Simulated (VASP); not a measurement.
# BN (BN (P6_3/mmc)) (Cmcm) in VASP: notebook

BN (BN (P6_3/mmc)) is run at these levels: PBE, r2SCAN; tasks: single point.

Everything below comes from runs of VASP 6.6.1. Logs are shortened: lines on timing, memory, paths and dates and some standing lists are left out, and cuts for length are marked.

**1. The cell of the first run**

The typed cell holds 4 atoms: a = 2.488 Å, b = 2.488 Å, c = 6.495 Å, α = 90.00°, β = 90.00°, γ = 120.00°.

**2. Single point, PBE**

INCAR reads:

```
SYSTEM = BN
PREC = Accurate
ENCUT = 600
EDIFF = 1E-6
ISMEAR = 0
SIGMA = 0.01
LREAL = .False.
LASPH = .True.
NELM = 120
ALGO = Normal
ISIF = 2
LWAVE = .False.
LCHARG = .True.
GGA = PE
LELF = .True.
LVHAR = .True.
ISYM = 0
NBANDS = 16
GGA_COMPAT = .False.
```

KPOINTS reads:

```
Automatic mesh
0
Gamma
  3 3 1
  0.25 0.25 0.25
```

POSCAR reads:

```
BN
1.0
    2.4883437600      0.0000000000      0.0000000000
   -1.2441718800      2.1549689100      0.0000000000
    0.0000000000      0.0000000000      6.4954828800
B N
2 2
Direct
    0.3335905361      0.6664094639      0.2500000000
    0.6664094639      0.3335905361      0.7500000000
    0.3342207791      0.6657792209      0.7500000000
    0.6657792209      0.3342207791      0.2500000000
```

Potentials or basis: VASP PAW PBE potentials, release 64 (B, N).

On the command line:

```bash
$ cat potpaw_PBE.64/B/POTCAR potpaw_PBE.64/N/POTCAR > POTCAR
$ mpirun -np 1 vasp_std > vasp.out
```

OUTCAR:

```text
SYSTEM = BN
   PREC = Accurate
   ENCUT = 600
   EDIFF = 1E-6
   ISMEAR = 0
   LREAL = .False.
   LASPH = .True.
   NELM = 120
   ISIF = 2
   GGA = PE
   ISYM = 0

 ion  position               nearest neighbor table
   1  0.334  0.666  0.250-   4 1.43   4 1.44   4 1.44
   2  0.666  0.334  0.750-   3 1.43   3 1.44   3 1.44
   3  0.334  0.666  0.750-   2 1.43   2 1.44   2 1.44
   4  0.666  0.334  0.250-   1 1.43   1 1.44   1 1.44

IMPORTANT INFORMATION: All symmetrisations will be switched off!
NOSYMM: (Re-)initialisation of all symmetry stuff for point group C_1.

----------------------------------------------------------------------------------------

                                     Primitive cell

  volume of cell :      34.8308

  direct lattice vectors                    reciprocal lattice vectors
     2.488343760  0.000000000  0.000000000     0.401873735  0.232021909  0.000000000
    -1.244171880  2.154968910  0.000000000     0.000000000  0.464043818  0.000000000
     0.000000000  0.000000000  6.495482880     0.000000000  0.000000000  0.153953142

  length of vectors
     2.488343760  2.488343760  6.495482880     0.464043818  0.464043818  0.153953142

  position of ions in fractional coordinates (direct lattice)
     0.333590536  0.666409464  0.250000000
     0.666409464  0.333590536  0.750000000
     0.334220779  0.665779221  0.750000000
     0.665779221  0.334220779  0.250000000

  ion indices of the primitive-cell ions
   primitive index   ion index
                 1           1
                 2           2
                 3           3
                 4           4

----------------------------------------------------------------------------------------

 KPOINTS: Automatic mesh

Automatic generation of k-mesh.
 Grid dimensions read from file:
 generate k-points for:    3    3    1

 Generating k-lattice:

  Cartesian coordinates                     Fractional coordinates (reciprocal lattice)
     0.133957912  0.077340636  0.000000000     0.333333333  0.000000000  0.000000000
     0.000000000  0.154681273  0.000000000     0.000000000  0.333333333  0.000000000
     0.000000000  0.000000000  0.153953142     0.000000000  0.000000000  1.000000000

  Length of vectors
     0.154681273  0.154681273  0.153953142

  Shift w.r.t. Gamma in fractional coordinates (k-lattice)
     0.250000000  0.250000000  0.250000000

 Subroutine IBZKPT returns following result:
 ===========================================

 Found     54 irreducible k-points:

 Following reciprocal coordinates:
            Coordinates               Weight
  0.083333  0.083333  0.250000      2.000000
 -0.083333  0.166667  0.250000      2.000000
 -0.166667  0.083333  0.250000      2.000000
 -0.083333 -0.083333  0.250000      2.000000
  0.083333 -0.166667  0.250000      2.000000
  0.166667 -0.083333  0.250000      2.000000
[... 16 lines left out ...]
  0.083333  0.166667  0.250000      2.000000
 -0.166667  0.250000  0.250000      2.000000
 [... further k-points ...]
   k-points           NKPTS =     54   k-points in BZ     NKDIM =     54   number of bands    NBANDS=     16
   number of dos      NEDOS =    301   number of ions     NIONS =      4
   total plane-waves  NPLWV =  21600
   dimension x,y,z NGX =    20 NGY =   20 NGZ =   54
   dimension x,y,z NGXF=    40 NGYF=   40 NGZF=  108
   ions per type =               2   2
   NGX,Y,Z   is equivalent  to a cutoff of  13.36, 13.36, 13.82 a.u.
   NGXF,Y,Z  is equivalent  to a cutoff of  26.72, 26.72, 27.64 a.u.
 SYSTEM =  BN
   PREC   = accura    normal or accurate (medium, high low for compatibility)
   ISTART =      0    job   : 0-new  1-cont  2-samecut
   ICHARG =      2    charge: 1-file 2-atom 10-const
   ISPIN  =      1    spin polarized calculation?
   LNONCOLLINEAR =      F non collinear calculations
   LSORBIT =      F    spin-orbit coupling
   LASPH  =      T    aspherical Exc in radial PAW
   ENCUT  =  600.0 eV  44.10 Ry    6.64 a.u.   4.97  4.97 12.97*2*pi/ulx,y,z
   NELM   =    120;   NELMIN=  2; NELMDL= -5     # of ELM steps
   EDIFF  = 0.1E-05   stopping-criterion for ELM
   LREAL  =      F    real-space projection
   EDIFFG = 0.1E-04   stopping-criterion for IOM
   NSW    =      0    number of steps for IOM
   IBRION =     -1    ionic relax: 0-MD 1-quasi-New 2-CG
   NFREE  =      0    steps in history (QN), initial steepest desc. (CG)
   ISIF   =      2    stress and relaxation
   ISYM   =      0    0-nonsym 1-usesym 2-fastsym
   POTIM  = 0.5000    time-step for ionic-motion
   TEBEG  =    0.0;   TEEND  =   0.0 temperature during run
   PSTRESS=    0.0 pullay stress
   NELECT =      16.0000    total number of electrons
   NUPDOWN=      -1.0000    fix difference up-down
   EMIN   =  10.00;   EMAX   =-10.00  energy-range for DOS
   EFERMI =   0.00;   METHOD = LEGACY
   ISMEAR =     0;   SIGMA  =   0.01  broadening in eV -4-tet -1-fermi 0-gaus
   EFERMI_NEDOS =   21; number of points for ismear=-14 and -15
   IALGO  =     38    algorithm
   IMIX   =      4    mixing-type and parameters
     AMIX     =   0.40;   BMIX     =  1.00
     AMIX_MAG =   1.60;   BMIX_MAG =  1.00
  volume/ion in A,a.u.               =       8.71        58.76
  Fermi-wavevector in a.u.,A,eV,Ry     =   1.263166  2.387038 21.709310  1.595589
  Thomas-Fermi vector in A             =   2.396537
   LORBIT       =      0    0 simple, 1 ext, 2 COOP (PROOUT), +10 PAW based schemes
   GGA     = PE    functional components
   LHFCALC =     F    Hartree Fock is set to
   AEXX    =    0.0000 exact exchange contribution
   IVDW    =     0    specifies the selected vdW correction
   LEPSILON=     F    determine dielectric tensor
   LRPA    =     F    only Hartree local field effects (RPA)
 non-spin polarized calculation
 Gauss-broadening in eV      SIGMA  =   0.01
  energy-cutoff  :      600.00
  volume of cell :       34.83
 maximum number of plane-waves:      1178
   NGX =  9   NGY =  9   NGZ = 25

 number of electron      15.9999998 magnetization

 Free energy of the ion-electron system (eV)
  ---------------------------------------------------
  ext. energy  EPLUGINS =         0.00000000
  ---------------------------------------------------
  free energy    TOTEN  =       -35.17712584 eV

  energy without entropy =      -35.17712584  energy(sigma->0) =      -35.17712584

 E-fermi :   2.3776     XC(G=0): -10.2548

 val. band max:        2.2877151551   @ k =   0.4167   0.4167   0.2500
 cond. band min:       7.0831591585   @ k =  -0.4167  -0.4167   0.2500
 fundamental gap:      4.7954440034
 Fermi energy:         2.3775579121

 k-point     1 :       0.0833    0.0833    0.2500
  band No.  band energies     occupation
      1     -14.9516      2.00000
      2     -14.7192      2.00000
      3      -3.0335      2.00000
      4      -1.4494      2.00000
      5      -0.2179      2.00000
      6      -0.1918      2.00000
[... 8 lines left out ...]
     15      15.9755      0.00000
     16      16.3968      0.00000

 k-point     2 :      -0.0833    0.1667    0.2500
  band No.  band energies     occupation
      1     -14.9525      2.00000
      2     -14.7202      2.00000
      3      -3.0325      2.00000
      4      -1.4486      2.00000
      5      -0.2840      2.00000
      6      -0.2540      2.00000
[... 8 lines left out ...]
     15      15.8260      0.00000
     16      16.3561      0.00000

 k-point     3 :      -0.1667    0.0833    0.2500
  band No.  band energies     occupation
      1     -14.9525      2.00000
      2     -14.7202      2.00000
      3      -3.0325      2.00000
      4      -1.4486      2.00000
      5      -0.2840      2.00000
      6      -0.2540      2.00000
[... 8 lines left out ...]
     15      15.8260      0.00000
     16      16.3561      0.00000

 k-point     4 :      -0.0833   -0.0833    0.2500
  band No.  band energies     occupation
      1     -14.9516      2.00000
      2     -14.7192      2.00000
      3      -3.0335      2.00000
      4      -1.4494      2.00000
      5      -0.2179      2.00000
      6      -0.1918      2.00000
[... 8 lines left out ...]
     15      15.9755      0.00000
     16      16.3968      0.00000

 k-point     5 :       0.0833   -0.1667    0.2500
  band No.  band energies     occupation
      1     -14.9525      2.00000
      2     -14.7202      2.00000
      3      -3.0325      2.00000
      4      -1.4486      2.00000
      5      -0.2840      2.00000
      6      -0.2540      2.00000
[... 8 lines left out ...]
     15      15.8260      0.00000
     16      16.3561      0.00000

 k-point     6 :       0.1667   -0.0833    0.2500
  band No.  band energies     occupation
      1     -14.9525      2.00000
      2     -14.7202      2.00000
      3      -3.0325      2.00000
      4      -1.4486      2.00000
      5      -0.2840      2.00000
      6      -0.2540      2.00000
[... 8 lines left out ...]
     15      15.8260      0.00000
     16      16.3561      0.00000
[... 267 lines left out ...]
 k-point    21 :       0.1667   -0.2500    0.2500
  band No.  band energies     occupation
      1     -14.4263      2.00000
      2     -14.2096      2.00000
      3      -2.3247      2.00000
      4      -1.7904      2.00000
      5      -1.7721      2.00000
      6      -0.7562      2.00000
[... 8 lines left out ...]
     15      17.2926      0.00000
     16      17.5560      0.00000

 k-point    22 :       0.2500   -0.0833    0.2500
  band No.  band energies     occupation
      1     -14.4253      2.00000
      2     -14.2085      2.00000
      3      -2.3247      2.00000
      4      -1.7643      2.00000
      5      -1.7435      2.00000
      6      -0.7576      2.00000
[... 8 lines left out ...]
     15      17.3287      0.00000
     16      17.5798      0.00000

 k-point    23 :       0.0833    0.1667    0.2500
  band No.  band energies     occupation
      1     -14.4238      2.00000
      2     -14.2069      2.00000
      3      -2.3254      2.00000
      4      -1.7411      2.00000
      5      -1.7196      2.00000
      6      -0.7606      2.00000
[... 8 lines left out ...]
     15      17.4401      0.00000
     16      17.6571      0.00000

 k-point    24 :      -0.1667    0.2500    0.2500
  band No.  band energies     occupation
      1     -14.4263      2.00000
      2     -14.2096      2.00000
      3      -2.3247      2.00000
      4      -1.7904      2.00000
      5      -1.7721      2.00000
      6      -0.7562      2.00000
[... 8 lines left out ...]
     15      17.2926      0.00000
     16      17.5560      0.00000

 [... further k-points ...]

------------------------ aborting loop because EDIFF is reached ----------------------------------------

  FORCE on cell =-STRESS in cart. coord.  units (eV):
  Direction    XX          YY          ZZ          XY          YZ          ZX
  --------------------------------------------------------------------------------------
  -------------------------------------------------------------------------------------
  Total        2.4928646      2.3480861      0.7693830     -0.1253796      0.0000010      0.0000001
  in kB      114.6691085    108.0094537     35.3907947     -5.7673265      0.0000453      0.0000032
  external PRESSURE =      86.0231190 kB  Pullay stress =       0.0000000 kB

 VOLUME and BASIS-vectors are now :
 -----------------------------------------------------------------------------
  energy-cutoff  :      600.00
  volume of cell :       34.83
      direct lattice vectors                 reciprocal lattice vectors
     2.488343760  0.000000000  0.000000000     0.401873735  0.232021909  0.000000000
    -1.244171880  2.154968910  0.000000000     0.000000000  0.464043818  0.000000000
     0.000000000  0.000000000  6.495482880     0.000000000  0.000000000  0.153953142

 POSITION                                       TOTAL-FORCE (eV/Angst)
 -----------------------------------------------------------------------------------
      0.00096      1.43609      1.62387        -0.187073      0.108007     -0.000000
      1.24321      0.71888      4.87161         0.187075     -0.108008     -0.000000
      0.00331      1.43473      4.87161        -0.187326      0.108153     -0.000000
      1.24086      0.72024      1.62387         0.187325     -0.108152      0.000001
 -----------------------------------------------------------------------------------
    total drift:                               -0.000001      0.000001      0.000001

  FREE ENERGIE OF THE ION-ELECTRON SYSTEM (eV)
  ---------------------------------------------------
  free  energy   TOTEN  =       -35.1771258424 eV

  energy  without entropy=      -35.1771258424  energy(sigma->0) =      -35.17712584
```

It took 16 s on 1 thread of Intel Xeon 6975P-C (Granite Rapids), shared host; peak memory 0.17 GiB.

What came out:

```yaml
Free_energy: -35.1771 eV
Pressure: 8.6 GPa
Largest_force: 0.216 eV/Å
Band_gap_on_the_k_mesh: 4.80 eV, direct
```

Forces in eV/Å, atoms in the order of the input:
```
B   -0.187  0.108  0.000
B    0.187 -0.108  0.000
N   -0.187  0.108  0.000
N    0.187 -0.108  0.000
```

Stress tensor (GPa, compression positive):
```
11.47 -0.58  0.00
-0.58 10.80  0.00
 0.00  0.00  3.54
```

Caveat: the k points lie up to 0.97 Å⁻¹ apart; this functional lacks dispersion, which binds the layers, so the pressure and a relaxed spacing across them are unreliable. A k mesh can miss the band edges.

(Continued in part 2 of 2.)
